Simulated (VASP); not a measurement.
# NaF (Villiaumite) (Fm-3m) in VASP: density of states with PBE

Aim: the density of states of NaF (Villiaumite) with PBE.

Program: VASP 6.6.1. These are calculated values, not measurements. Logs are shortened: lines on timing, memory, paths and dates and some standing lists are left out, and cuts for length are marked.

## (1) The cell of the first run

It takes space group Fm-3m (No. 225, cubic). Conventional cell: a = 4.700 Å, b = 4.700 Å, c = 4.700 Å, α = 90.00°, β = 90.00°, γ = 90.00°. Na (site symmetry m-3m) has 6 F at 2.35 Å within 3.1 Å. F (site symmetry m-3m) has 6 Na at 2.35 Å within 3.1 Å.

## (2) Density of states, PBE

File POSCAR:

```
NaF
1.0
    0.0000000000      2.3497833620      2.3497833620
    2.3497833620      0.0000000000      2.3497833620
    2.3497833620      2.3497833620      0.0000000000
Na F
1 1
Direct
    0.0000000000      0.0000000000      0.0000000000
    0.5000000000      0.5000000000      0.5000000000
```

File INCAR.step1:

```
SYSTEM = NaF
ALGO     = Normal         ! electronic algorithm
EDIFF    = 1E-6           ! SCF threshold, eV
ENCUT    = 520            ! plane-wave cutoff, eV
GGA      = PE             ! functional
ISIF     = 2              ! what is computed and relaxed
ISMEAR   = -1             ! smearing method
LASPH    = .TRUE.         ! aspherical terms in the spheres
LCHARG   = .TRUE.         ! write CHGCAR
LREAL    = .FALSE.        ! projectors in reciprocal space
LWAVE    = .FALSE.        ! write WAVECAR
NBANDS   = 14             ! bands
NELM     = 100            ! most SCF steps
PREC     = Accurate       ! precision mode
SIGMA    = 0.02           ! smearing width, eV
```

File KPOINTS.step1:

```
k-points
0
G
  11 11 11
  0 0 0
```

File INCAR.step2:

```
SYSTEM = NaF
ALGO     = Normal         ! electronic algorithm
EDIFF    = 1E-6           ! SCF threshold, eV
ENCUT    = 520            ! plane-wave cutoff, eV
GGA      = PE             ! functional
ICHARG   = 11             ! starting density
ISIF     = 2              ! what is computed and relaxed
ISMEAR   = -5             ! smearing method
LASPH    = .TRUE.         ! aspherical terms in the spheres
LCHARG   = .FALSE.        ! write CHGCAR
LORBIT   = 10             ! projections on sites
LREAL    = .FALSE.        ! projectors in reciprocal space
LWAVE    = .FALSE.        ! write WAVECAR
NEDOS    = 1001           ! points of the DOS
NELM     = 100            ! most SCF steps
PREC     = Accurate       ! precision mode
SIGMA    = 0.02           ! smearing width, eV
```

File KPOINTS.step2:

```
k-points
0
G
  17 17 17
  0 0 0
```

Potentials or basis: VASP PAW PBE potentials, release 64 (Na_pv, F).

The run is started by

```console
> cat potpaw_PBE.64/Na_pv/POTCAR potpaw_PBE.64/F/POTCAR > POTCAR
> cp INCAR.step1 INCAR
> cp KPOINTS.step1 KPOINTS
> mpirun -np 1 vasp_std > vasp.out
> cp INCAR.step2 INCAR
> cp KPOINTS.step2 KPOINTS
> mpirun -np 1 vasp_std > vasp.out
```

OUTCAR:

```text
SYSTEM = NaF
   EDIFF = 1E-6
   ENCUT = 520
   GGA = PE
   ICHARG = 11
   ISIF = 2
   ISMEAR = -5
   LASPH = .TRUE.
   LORBIT = 10
   LREAL = .FALSE.
   NELM = 100
   PREC = Accurate

 ion  position               nearest neighbor table
   1  0.000  0.000  0.000-
   2  0.500  0.500  0.500-

  LATTYP: Found a face centered cubic cell.
 ALAT       =     4.6995667240

  Lattice vectors:

 A1 = (   0.0000000000,   2.3497833620,   2.3497833620)
 A2 = (   2.3497833620,   0.0000000000,   2.3497833620)
 A3 = (   2.3497833620,   2.3497833620,   0.0000000000)

Analysis of symmetry for initial positions (statically):
=====================================================================
 Subroutine PRICEL returns:
 Original cell was already a primitive cell.

 Routine SETGRP: Setting up the symmetry group for a
 face centered cubic supercell.

 Subroutine GETGRP returns: Found 48 space group operations
 (whereof 48 operations were pure point group operations)
 out of a pool of 48 trial point group operations.

The static configuration has the point symmetry O_h .

Analysis of symmetry for dynamics (positions and initial velocities):
=====================================================================
 Subroutine PRICEL returns:
 Original cell was already a primitive cell.

 Routine SETGRP: Setting up the symmetry group for a
 face centered cubic supercell.

 Subroutine GETGRP returns: Found 48 space group operations
 (whereof 48 operations were pure point group operations)
 out of a pool of 48 trial point group operations.

The dynamic configuration has the point symmetry O_h .

 Subroutine INISYM returns: Found 48 space group operations
 (whereof 48 operations are pure point group operations),
 and found     1 'primitive' translations

----------------------------------------------------------------------------------------

                                     Primitive cell

  volume of cell :      25.9486

  direct lattice vectors                    reciprocal lattice vectors
     0.000000000  2.349783362  2.349783362    -0.212785573  0.212785573  0.212785573
     2.349783362  0.000000000  2.349783362     0.212785573 -0.212785573  0.212785573
     2.349783362  2.349783362  0.000000000     0.212785573  0.212785573 -0.212785573

  length of vectors
     3.323095499  3.323095499  3.323095499     0.368555424  0.368555424  0.368555424

  position of ions in fractional coordinates (direct lattice)
     0.000000000  0.000000000  0.000000000
     0.500000000  0.500000000  0.500000000

  ion indices of the primitive-cell ions
   primitive index   ion index
                 1           1
                 2           2

[... 91 lines left out ...]
   IMIX   =      4    mixing-type and parameters
     AMIX     =   0.40;   BMIX     =  1.00
     AMIX_MAG =   1.60;   BMIX_MAG =  1.00
  volume/ion in A,a.u.               =      12.97        87.55
  Fermi-wavevector in a.u.,A,eV,Ry     =   1.332743  2.518519 24.166715  1.776203
  Thomas-Fermi vector in A             =   2.461654
   LORBIT       =     10    0 simple, 1 ext, 2 COOP (PROOUT), +10 PAW based schemes
   GGA     = PE    functional components
   LHFCALC =     F    Hartree Fock is set to
   AEXX    =    0.0000 exact exchange contribution
   IVDW    =     0    specifies the selected vdW correction
   LEPSILON=     F    determine dielectric tensor
   LRPA    =     F    only Hartree local field effects (RPA)
 non-spin polarized calculation
 Fermi weights with tetrahedron method with Bloechl corrections
  energy-cutoff  :      520.00
  volume of cell :       25.95
 maximum number of plane-waves:       725
 NGX is ok and might be reduce to    28

 number of electron      14.0000002 magnetization

 Free energy of the ion-electron system (eV)
  ---------------------------------------------------
  ext. energy  EPLUGINS =         0.00000000
  ---------------------------------------------------
  free energy    TOTEN  =        -8.56940962 eV

  energy without entropy =       -8.56940962  energy(sigma->0) =       -8.56940962

 E-fermi :  -2.2440     XC(G=0):  -8.9558

 val. band max:       -2.2617569960   @ k =   0.0000   0.0000   0.0000
 cond. band min:       3.8157357408   @ k =   0.0000   0.0000   0.0000
 fundamental gap:      6.0774927368
 Fermi energy:        -2.2439642666

 k-point     1 :       0.0000    0.0000    0.0000
  band No.  band energies     occupation
      1     -21.3677      2.00000
      2     -21.3363      2.00000
      3     -21.3363      2.00000
      4     -21.3363      2.00000
      5      -2.2618      2.00000
      6      -2.2618      2.00000
      7      -2.2618      2.00000
      8       3.8157      0.00000
      9      16.4125      0.00000
     10      16.4125      0.00000
     11      16.4125      0.00000
[... 309 lines left out ...]
 k-point    24 :      -0.1176    0.0588    0.0000
  band No.  band energies     occupation
      1     -21.6684      2.00000
      2     -21.3424      2.00000
      3     -21.3368      2.00000
      4     -21.0084      2.00000
      5      -2.6265      2.00000
      6      -2.3259      2.00000
      7      -2.3039      2.00000
      8       4.5434      0.00000
      9      14.3428      0.00000
     10      16.4857      0.00000
     11      16.8308      0.00000

 [... further k-points ...]

------------------------ aborting loop because EDIFF is reached ----------------------------------------

  FORCE on cell =-STRESS in cart. coord.  units (eV):
  Direction    XX          YY          ZZ          XY          YZ          ZX
  --------------------------------------------------------------------------------------
  -------------------------------------------------------------------------------------
  Total       -0.0128716     -0.0128716     -0.0128716      0.0000000     -0.0000000     -0.0000000
  in kB       -0.7947470     -0.7947470     -0.7947470      0.0000000     -0.0000000     -0.0000000
  external PRESSURE =      -0.7947470 kB  Pullay stress =       0.0000000 kB

 VOLUME and BASIS-vectors are now :
 -----------------------------------------------------------------------------
  energy-cutoff  :      520.00
  volume of cell :       25.95
      direct lattice vectors                 reciprocal lattice vectors
     0.000000000  2.349783362  2.349783362    -0.212785573  0.212785573  0.212785573
     2.349783362  0.000000000  2.349783362     0.212785573 -0.212785573  0.212785573
     2.349783362  2.349783362  0.000000000     0.212785573  0.212785573 -0.212785573

 POSITION                                       TOTAL-FORCE (eV/Angst)
 -----------------------------------------------------------------------------------
      0.00000      0.00000      0.00000         0.000000      0.000000      0.000000
      2.34978      2.34978      2.34978         0.000000     -0.000000     -0.000000
 -----------------------------------------------------------------------------------
    total drift:                                0.000000      0.000000      0.000000

  FREE ENERGIE OF THE ION-ELECTRON SYSTEM (eV)
  ---------------------------------------------------
  free  energy   TOTEN  =        -8.5694096192 eV

  energy  without entropy=       -8.5694096192  energy(sigma->0) =       -8.56940962

 total charge

# of ion       s       p       d       tot
------------------------------------------
    1        0.047   5.990   0.000   6.036
    2        1.728   4.374   0.000   6.102
--------------------------------------------------
tot          1.775  10.364   0.000  12.138
```

Run time: 92 s. Hardware: 1 thread of AMD EPYC 7R43 (Zen 3), shared host; peak memory 0.13 GiB.

Results:

| Quantity | Value |
| --- | --- |
| Valence electrons inside the program's atomic spheres | Na 6.04; F 6.10 |

Levels at points of the mesh, in eV from the valence-band top:
```csv
k point,band 5,band 6,band 7,band 8,band 9,band 10
"(0.00, 0.00, 0.00)",0.00,0.00,0.00,6.08,18.67,18.67
```
